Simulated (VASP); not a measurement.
A run of VASP 6.6.1:

The input INCAR:

```
SYSTEM = C
ALGO = Normal ; EDIFF = 1E-7
ENCUT = 520 ; GGA = PS
ISIF = 2 ; ISMEAR = -1
LASPH = .True. ; LCHARG = .False.
LREAL = .False. ; LWAVE = .False.
NBANDS = 16 ; NELM = 100
PREC = Accurate ; SIGMA = 0.15
```

File KPOINTS:

```
k-points
0
Gamma
  11 11 4
  0 0 0
```

Contents of POSCAR:

```
C
1.0
    1.2599615768     -2.1823328623      0.0000000000
    1.2599615768      2.1823328623      0.0000000000
    0.0000000000      0.0000000000      7.3596714954
C
4
Direct
    0.0833800000      0.9166200000      0.7531400000
    0.5833800000      0.4166200000      0.2468600000
    0.9166200000      0.0833800000      0.2468600000
    0.4166200000      0.5833800000      0.7531400000
```

Potentials or basis: VASP PAW PBE potentials, release 64 (C).

Run with:

```bash
$ cat potpaw_PBE.64/C/POTCAR > POTCAR
$ mpirun -np 1 vasp_std > vasp.out
```

Hardware: 1 thread of AMD EPYC 7R43 64-Core Processor (Zen 3) (shared host).

How long does it take, and how much memory?

Wall time 57 s on 1 thread of AMD EPYC 7R43 64-Core Processor (Zen 3), with other jobs on the host, peak memory 0.15 GiB. Counts: scf iterations 13, k points 108.
